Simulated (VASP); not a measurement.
# BaTiO3 (Pm-3m) in VASP: a series of runs

The runs below take BaTiO3 through single point, with LDA.

All numbers are computed with VASP 6.6.1; they aren't measurements. Logs are shortened: lines on timing, memory, paths and dates and some standing lists are left out, and cuts for length are marked.

## Step 1: The cell of the first run

It takes space group Pm-3m (No. 221, cubic). The conventional cell has a = 4.086 Å, b = 4.086 Å, c = 4.086 Å, α = 90.00°, β = 90.00°, γ = 90.00°. Ba (site symmetry m-3m) has 12 O at 2.89 Å and 8 Ti at 3.54 Å within 3.8 Å. Within 2.7 Å of Ti (site symmetry m-3m) lie 6 O at 2.04 Å. O (site symmetry 4/mmm) has 2 Ti at 2.04 Å within 2.7 Å.

## Step 2: Single point, LDA (volume scaled by 1.06)

INCAR reads:

```
ALGO = Normal
EDIFF = 1E-6
ENCUT = 520
ISIF = 2
ISMEAR = -1
LASPH = T
LCHARG = F
LREAL = F
LWAVE = F
NBANDS = 28
NELM = 60
PREC = Accurate
SIGMA = 0.05
```

KPOINTS reads:

```
k-points
0
Gamma
  8 8 8
```

POSCAR reads:

```
BaTiO3
1.0
    4.0858944633      0.0000000000      0.0000000000
    0.0000000000      4.0858944633      0.0000000000
    0.0000000000      0.0000000000      4.0858944633
Ba Ti O
1 1 3
Direct
    0.5000000000      0.5000000000      0.5000000000
    0.0000000000      0.0000000000      0.0000000000
    0.5000000000      0.0000000000      0.0000000000
    0.0000000000      0.5000000000      0.0000000000
    0.0000000000      0.0000000000      0.5000000000
```

Potentials or basis: VASP PAW LDA potentials, release 64 (Ba_sv, Ti_sv, O).

The run is started by

```console
$ cat potpaw_LDA.64/Ba_sv/POTCAR potpaw_LDA.64/Ti_sv/POTCAR potpaw_LDA.64/O/POTCAR > POTCAR
$ mpirun -np 1 vasp_std > vasp.out
```

OUTCAR:

```text
EDIFF = 1E-6
   ENCUT = 520
   ISIF = 2
   ISMEAR = -1
   LASPH = T
   LREAL = F
   NELM = 60
   PREC = Accurate

 ion  position               nearest neighbor table
   1  0.500  0.500  0.500-   3 2.89   4 2.89   5 2.89   3 2.89   4 2.89   3 2.89   5 2.89   3 2.89
                             4 2.89   5 2.89   4 2.89   5 2.89   2 3.54   2 3.54   2 3.54   2 3.54
   2  0.000  0.000  0.000-   3 2.04   4 2.04   5 2.04   5 2.04   4 2.04   3 2.04   1 3.54   1 3.54
                             1 3.54   1 3.54   1 3.54   1 3.54   1 3.54   1 3.54
   3  0.500  0.000  0.000-   2 2.04   2 2.04   1 2.89   1 2.89   1 2.89   1 2.89
   4  0.000  0.500  0.000-   2 2.04   2 2.04   1 2.89   1 2.89   1 2.89   1 2.89
   5  0.000  0.000  0.500-   2 2.04   2 2.04   1 2.89   1 2.89   1 2.89   1 2.89

  LATTYP: Found a simple cubic cell.
 ALAT       =     4.0858944633

  Lattice vectors:

 A1 = (   4.0858944633,   0.0000000000,   0.0000000000)
 A2 = (   0.0000000000,   4.0858944633,   0.0000000000)
 A3 = (   0.0000000000,   0.0000000000,   4.0858944633)

Analysis of symmetry for initial positions (statically):
=====================================================================
 Subroutine PRICEL returns:
 Original cell was already a primitive cell.

 Routine SETGRP: Setting up the symmetry group for a
 simple cubic supercell.

 Subroutine GETGRP returns: Found 48 space group operations
 (whereof 48 operations were pure point group operations)
 out of a pool of 48 trial point group operations.

The static configuration has the point symmetry O_h .

Analysis of symmetry for dynamics (positions and initial velocities):
=====================================================================
 Subroutine PRICEL returns:
 Original cell was already a primitive cell.

 Routine SETGRP: Setting up the symmetry group for a
 simple cubic supercell.

 Subroutine GETGRP returns: Found 48 space group operations
 (whereof 48 operations were pure point group operations)
 out of a pool of 48 trial point group operations.

The dynamic configuration has the point symmetry O_h .

 Subroutine INISYM returns: Found 48 space group operations
 (whereof 48 operations are pure point group operations),
 and found     1 'primitive' translations

----------------------------------------------------------------------------------------

                                     Primitive cell

  volume of cell :      68.2121

  direct lattice vectors                    reciprocal lattice vectors
     4.085894463  0.000000000  0.000000000     0.244744452  0.000000000  0.000000000
     0.000000000  4.085894463  0.000000000     0.000000000  0.244744452  0.000000000
     0.000000000  0.000000000  4.085894463     0.000000000  0.000000000  0.244744452

  length of vectors
     4.085894463  4.085894463  4.085894463     0.244744452  0.244744452  0.244744452

  position of ions in fractional coordinates (direct lattice)
     0.500000000  0.500000000  0.500000000
     0.000000000  0.000000000  0.000000000
     0.500000000  0.000000000  0.000000000
     0.000000000  0.500000000  0.000000000
     0.000000000  0.000000000  0.500000000

  ion indices of the primitive-cell ions
   primitive index   ion index
                 1           1
                 2           2
                 3           3
                 4           4
                 5           5

----------------------------------------------------------------------------------------

 KPOINTS: k-points

Automatic generation of k-mesh.
 Grid dimensions read from file:
 generate k-points for:    8    8    8

 Generating k-lattice:

  Cartesian coordinates                     Fractional coordinates (reciprocal lattice)
     0.030593056  0.000000000  0.000000000     0.125000000  0.000000000  0.000000000
     0.000000000  0.030593056  0.000000000     0.000000000  0.125000000  0.000000000
     0.000000000  0.000000000  0.030593056     0.000000000  0.000000000  0.125000000

  Length of vectors
     0.030593056  0.030593056  0.030593056

  Shift w.r.t. Gamma in fractional coordinates (k-lattice)
     0.000000000  0.000000000  0.000000000

 Subroutine IBZKPT returns following result:
 ===========================================

 Found     35 irreducible k-points:

 Following reciprocal coordinates:
            Coordinates               Weight
  0.000000  0.000000  0.000000      1.000000
  0.125000  0.000000  0.000000      6.000000
  0.250000  0.000000  0.000000      6.000000
  0.375000  0.000000  0.000000      6.000000
  0.500000  0.000000  0.000000      3.000000
  0.125000  0.125000  0.000000     12.000000
[... 16 lines left out ...]
  0.375000  0.375000  0.125000     24.000000
  0.500000  0.375000  0.125000     24.000000
 [... further k-points ...]
   k-points           NKPTS =     35   k-points in BZ     NKDIM =     35   number of bands    NBANDS=     28
   number of dos      NEDOS =    301   number of ions     NIONS =      5
   total plane-waves  NPLWV =  27000
   dimension x,y,z NGX =    30 NGY =   30 NGZ =   30
   dimension x,y,z NGXF=    60 NGYF=   60 NGZF=   60
   ions per type =               1   1   3
   NGX,Y,Z   is equivalent  to a cutoff of  12.21, 12.21, 12.21 a.u.
   NGXF,Y,Z  is equivalent  to a cutoff of  24.41, 24.41, 24.41 a.u.
 SYSTEM =  unknown system
   PREC   = accura    normal or accurate (medium, high low for compatibility)
   ISTART =      0    job   : 0-new  1-cont  2-samecut
   ICHARG =      2    charge: 1-file 2-atom 10-const
   ISPIN  =      1    spin polarized calculation?
   LNONCOLLINEAR =      F non collinear calculations
   LSORBIT =      F    spin-orbit coupling
   LASPH  =      T    aspherical Exc in radial PAW
   ENCUT  =  520.0 eV  38.22 Ry    6.18 a.u.   7.60  7.60  7.60*2*pi/ulx,y,z
   NELM   =     60;   NELMIN=  2; NELMDL= -5     # of ELM steps
   EDIFF  = 0.1E-05   stopping-criterion for ELM
   LREAL  =      F    real-space projection
   EDIFFG = 0.1E-04   stopping-criterion for IOM
   NSW    =      0    number of steps for IOM
   IBRION =     -1    ionic relax: 0-MD 1-quasi-New 2-CG
   NFREE  =      0    steps in history (QN), initial steepest desc. (CG)
   ISIF   =      2    stress and relaxation
   ISYM   =      2    0-nonsym 1-usesym 2-fastsym
   POTIM  = 0.5000    time-step for ionic-motion
   TEBEG  =    0.0;   TEEND  =   0.0 temperature during run
   PSTRESS=    0.0 pullay stress
   NELECT =      40.0000    total number of electrons
   NUPDOWN=      -1.0000    fix difference up-down
   EMIN   =  10.00;   EMAX   =-10.00  energy-range for DOS
   EFERMI =   0.00;   METHOD = LEGACY
   ISMEAR =    -1;   SIGMA  =   0.05  broadening in eV -4-tet -1-fermi 0-gaus
   EFERMI_NEDOS =   21; number of points for ismear=-14 and -15
   IALGO  =     38    algorithm
   IMIX   =      4    mixing-type and parameters
     AMIX     =   0.40;   BMIX     =  1.00
     AMIX_MAG =   1.60;   BMIX_MAG =  1.00
  volume/ion in A,a.u.               =      13.64        92.06
  Fermi-wavevector in a.u.,A,eV,Ry     =   1.370275  2.589444 25.547022  1.877653
  Thomas-Fermi vector in A             =   2.496076
   LORBIT       =      0    0 simple, 1 ext, 2 COOP (PROOUT), +10 PAW based schemes
   GGA     = CA    functional components
   LHFCALC =     F    Hartree Fock is set to
   AEXX    =    0.0000 exact exchange contribution
   IVDW    =     0    specifies the selected vdW correction
   LEPSILON=     F    determine dielectric tensor
   LRPA    =     F    only Hartree local field effects (RPA)
 non-spin polarized calculation
  energy-cutoff  :      520.00
  volume of cell :       68.21
 maximum number of plane-waves:      1856
   NGX = 15   NGY = 15   NGZ = 15

 number of electron      39.9999990 magnetization

 Free energy of the ion-electron system (eV)
  ---------------------------------------------------
  ext. energy  EPLUGINS =         0.00000000
  ---------------------------------------------------
  free energy    TOTEN  =       -43.81708439 eV

  energy without entropy =      -43.81708437  energy(sigma->0) =      -43.81708438

 E-fermi :   3.8370     XC(G=0): -11.4237

 val. band max:        3.0494782957   @ k =   0.5000   0.5000   0.5000
 cond. band min:       4.5929778441   @ k =   0.0000   0.0000   0.0000
 fundamental gap:      1.5434995484
 Fermi energy:         3.8369644813

 k-point     1 :       0.0000    0.0000    0.0000
  band No.  band energies     occupation
      1     -53.0809      2.00000
      2     -29.6630      2.00000
      3     -29.6630      2.00000
      4     -29.6630      2.00000
      5     -21.7543      2.00000
      6     -13.3830      2.00000
[... 20 lines left out ...]
     27       7.8717      0.00000
     28       9.5912      0.00000

 k-point     2 :       0.1250    0.0000    0.0000
  band No.  band energies     occupation
      1     -53.0808      2.00000
      2     -29.6688      2.00000
      3     -29.6627      2.00000
      4     -29.6627      2.00000
      5     -21.7416      2.00000
      6     -13.3840      2.00000
[... 20 lines left out ...]
     27       8.1605      0.00000
     28       9.9579      0.00000

 k-point     3 :       0.2500    0.0000    0.0000
  band No.  band energies     occupation
      1     -53.0806      2.00000
      2     -29.6826      2.00000
      3     -29.6622      2.00000
      4     -29.6622      2.00000
      5     -21.7106      2.00000
      6     -13.4221      2.00000
[... 20 lines left out ...]
     27       8.9133      0.00000
     28      11.0207      0.00000

 k-point     4 :       0.3750    0.0000    0.0000
  band No.  band energies     occupation
      1     -53.0803      2.00000
      2     -29.6965      2.00000
      3     -29.6617      2.00000
      4     -29.6617      2.00000
      5     -21.6793      2.00000
      6     -13.4973      2.00000
[... 578 lines left out ...]
     27      10.9723      0.00000
     28      11.1250      0.00000

 k-point    23 :       0.3750    0.3750    0.1250
  band No.  band energies     occupation
      1     -53.0795      2.00000
      2     -29.6944      2.00000
      3     -29.6941      2.00000
      4     -29.6660      2.00000
      5     -21.6167      2.00000
      6     -13.0827      2.00000
[... 20 lines left out ...]
     27      10.8712      0.00000
     28      11.4979      0.00000

 k-point    24 :       0.5000    0.3750    0.1250
  band No.  band energies     occupation
      1     -53.0794      2.00000
      2     -29.6999      2.00000
      3     -29.6939      2.00000
      4     -29.6658      2.00000
      5     -21.6074      2.00000
      6     -13.0254      2.00000
[... 20 lines left out ...]
     27      10.8407      0.00000
     28      11.6052      0.00000

 [... further k-points ...]
[... 5 lines left out ...]
  --------------------------------------------------------------------------------------
  -------------------------------------------------------------------------------------
  Total       -6.6237848     -6.6237848     -6.6237848      0.0000000     -0.0000000      0.0000000
  in kB     -155.5805719   -155.5805719   -155.5805719      0.0000000     -0.0000000      0.0000000
  external PRESSURE =    -155.5805719 kB  Pullay stress =       0.0000000 kB

 VOLUME and BASIS-vectors are now :
 -----------------------------------------------------------------------------
  energy-cutoff  :      520.00
  volume of cell :       68.21
      direct lattice vectors                 reciprocal lattice vectors
     4.085894463  0.000000000  0.000000000     0.244744452  0.000000000  0.000000000
     0.000000000  4.085894463  0.000000000     0.000000000  0.244744452  0.000000000
     0.000000000  0.000000000  4.085894463     0.000000000  0.000000000  0.244744452

 POSITION                                       TOTAL-FORCE (eV/Angst)
 -----------------------------------------------------------------------------------
      2.04295      2.04295      2.04295         0.000000      0.000000      0.000000
      0.00000      0.00000      0.00000         0.000000      0.000000      0.000000
      2.04295      0.00000      0.00000         0.000000      0.000000      0.000000
      0.00000      2.04295      0.00000         0.000000      0.000000      0.000000
      0.00000      0.00000      2.04295         0.000000      0.000000      0.000000
 -----------------------------------------------------------------------------------
    total drift:                                0.000000     -0.000000      0.000000

  FREE ENERGIE OF THE ION-ELECTRON SYSTEM (eV)
  ---------------------------------------------------
  free  energy   TOTEN  =       -43.8170843914 eV

  energy  without entropy=      -43.8170843740  energy(sigma->0) =      -43.81708438
```

Wall time 50 s (1 thread of Intel Xeon 6975P-C, shared host); peak memory 0.2 GiB.

Results:

```yaml
Free_energy: -43.8171 eV
Pressure: -15.6 GPa
Band_gap_on_the_k_mesh: 1.54 eV, indirect (least direct gap 1.74 eV)
```

Caveat: spin-orbit coupling is left out, which moves the levels of the heavy elements.

(Part 1 of 3 ends here.)
